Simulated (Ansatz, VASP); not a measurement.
**Two plane-wave programs on WSe2**

```
Se W
1.0
     3.28549    0.00000    0.00000
    -1.64275    2.84532    0.00000
     0.00000    0.00000   24.23865
Se W
4 2
Direct
  0.33333 0.66667 0.18565
  0.33333 0.66667 0.32466
  0.77778 0.22222 0.51485
  0.77778 0.22222 0.65386
  0.66667 0.33333 0.25516
  0.44444 0.55556 0.58436
```

Alike in both runs: task single point; functional PBE; dispersion D3(BJ); k mesh 9 × 9 × 1; occupations gaussian, width 0.05 eV; no spin polarisation.

```csv
,VASP,Ansatz
version,VASP 6.6.1,Ansatz 0.2.0
potentials or method,"VASP PAW PBE potentials, release 64 (Se, W_sv), cutoff 520 eV","scalar-relativistic, plane waves, PAW"
valence electrons in the cell,52,92
```

VASP gave:

```
gap on the k mesh at the Fermi level (eV) : 1.65
least direct gap on the mesh (eV)         : 1.66
rms of the force components (eV/Å)        : 0.042
```

Q: Which values does Ansatz return?

A: gap on the k mesh at the Fermi level (eV): 1.65; least direct gap on the mesh (eV): 1.67; rms of the force components (eV/Å): 0.024.

VASP's potentials hold 52 valence electrons a cell and Ansatz's 92, so a difference there can come from the potentials and not from the codes. Ansatz's warnings: xc potential rough in thin density.

Neither program's run includes spin-orbit coupling.
